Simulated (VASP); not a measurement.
Wanted: the native input for a VASP 6.6.1 run.

```yaml
Task: single point
Functional: HSE06
Potentials_or_basis: VASP PAW PBE potentials, release 64 (Ru_pv, Al)
Cutoff: 520 eV
k_mesh: 4 × 4 × 4
Occupations: fermi-dirac, width 0.1 eV
Spin: no spin polarisation
Dipole_correction: no
Grid_for_exact_exchange_PRECFOCK: Normal
Further_INCAR_settings: ALGO = Normal; EDIFF = 1e-06; NBANDS = 16
Share_of_exact_exchange: 0.25
Screening_parameter: 0.2079 1/Å
```

AlRu (CsCl type):

```
Ru Al
1.0
     2.94914    0.00000    0.00000
     0.00000    2.94914    0.00000
     0.00000    0.00000    2.94914
Ru Al
1 1
Direct
  0.00000 0.00000 0.00000
  0.50000 0.50000 0.50000
```

These files were run (other wordings do the same):

POSCAR

```
AlRu
1.0
    2.9491427175      0.0000000000      0.0000000000
    0.0000000000      2.9491427175      0.0000000000
    0.0000000000      0.0000000000      2.9491427175
Ru Al
1 1
Direct
    0.0000000000      0.0000000000      0.0000000000
    0.5000000000      0.5000000000      0.5000000000
```

INCAR.step1

```
SYSTEM = AlRu
ALGO     = Normal         ! electronic algorithm
EDIFF    = 1E-5           ! SCF threshold, eV
ENCUT    = 520            ! plane-wave cutoff, eV
GGA      = PE             ! functional
ISIF     = 2              ! what is computed and relaxed
ISMEAR   = -1             ! smearing method
LASPH    = .True.         ! aspherical terms in the spheres
LCHARG   = .False.        ! write CHGCAR
LREAL    = .False.        ! projectors in reciprocal space
LWAVE    = .True.         ! write WAVECAR
NBANDS   = 16             ! bands
NELM     = 100            ! most SCF steps
PREC     = Accurate       ! precision mode
SIGMA    = 0.1            ! smearing width, eV
```

INCAR.step2

```
SYSTEM = AlRu
ALGO     = Normal         ! electronic algorithm
EDIFF    = 1E-6           ! SCF threshold, eV
ENCUT    = 520            ! plane-wave cutoff, eV
GGA      = PE             ! functional
HFSCREEN = 0.2079         ! screening, 1/A
ISIF     = 2              ! what is computed and relaxed
ISMEAR   = -1             ! smearing method
ISTART   = 1            
LASPH    = .True.         ! aspherical terms in the spheres
LCHARG   = .False.        ! write CHGCAR
LHFCALC  = .True.         ! exact exchange
LREAL    = .False.        ! projectors in reciprocal space
LWAVE    = .False.        ! write WAVECAR
NBANDS   = 16             ! bands
NELM     = 100            ! most SCF steps
PREC     = Accurate       ! precision mode
PRECFOCK = Normal       
SIGMA    = 0.1            ! smearing width, eV
```

KPOINTS

```
k-points
0
Gamma
  4 4 4
  0 0 0
```

Potentials or basis: VASP PAW PBE potentials, release 64 (Ru_pv, Al).

Launch:

```console
$ cat potpaw_PBE.64/Ru_pv/POTCAR potpaw_PBE.64/Al/POTCAR > POTCAR
$ cp INCAR.step1 INCAR
$ mpirun -np 1 vasp_std > vasp.out
$ cp INCAR.step2 INCAR
$ mpirun -np 1 vasp_std > vasp.out
```

Results of the run:

| Item | Value |
| --- | --- |
| Pressure | 2.4 GPa |
| Band gap on the k mesh | zero (an odd number of electrons rules out a gap without spin polarisation) |

Caveat: the k points lie up to 0.53 Å⁻¹ apart, too coarse for converged energies and pressures of a metal; the PAW data sets were made with another functional, which shifts forces and pressure a little.

It took 5.3 min on 1 thread of Intel(R) Xeon(R) Platinum 8259CL CPU @ 2.50GHz (Skylake/Cascade Lake), with other jobs on the host, peak memory 0.24 GiB.
